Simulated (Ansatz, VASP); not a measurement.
**Two plane-wave programs on C**

```
C
1.0
     3.45595   -1.22971    0.00000
     3.45595    1.22971    0.00000
     0.00000    0.00000    4.26120
C
4
Direct
  0.00000 0.00000 0.16688
  0.50000 0.50000 0.66688
  0.00000 0.00000 0.83312
  0.50000 0.50000 0.33312
```

Alike in both runs: functional PBEsol; k mesh 6 × 6 × 4; occupations gaussian, width 0.1 eV; no spin polarisation.

Ansatz relaxed the structure, and its values are those at the end. VASP's run is a single point on that final structure, the one shown.

|  | VASP | Ansatz |
| --- | --- | --- |
| version | VASP 6.6.1 | Ansatz 0.2.0 |
| potentials or method | VASP PAW PBE potentials, release 64 (C), cutoff 520 eV | scalar-relativistic, plane waves, PAW |
| valence electrons in the cell | 16 | 16 |

Ansatz gave:

```
gap on the k mesh at the Fermi level (eV) : 0.19
least direct gap on the mesh (eV)         : 0.36
pressure (GPa)                            : 0.0
```

Task: Which values does VASP return?

Result: gap on the k mesh at the Fermi level (eV): 0.19; least direct gap on the mesh (eV): 0.36; pressure (GPa): 0.7.

VASP's potentials were made for PBE, not for PBEsol. With one functional, cell and mesh, what is left measures potentials, basis and numerics.

The k mesh is coarse, so the values compare programs but aren't converged.
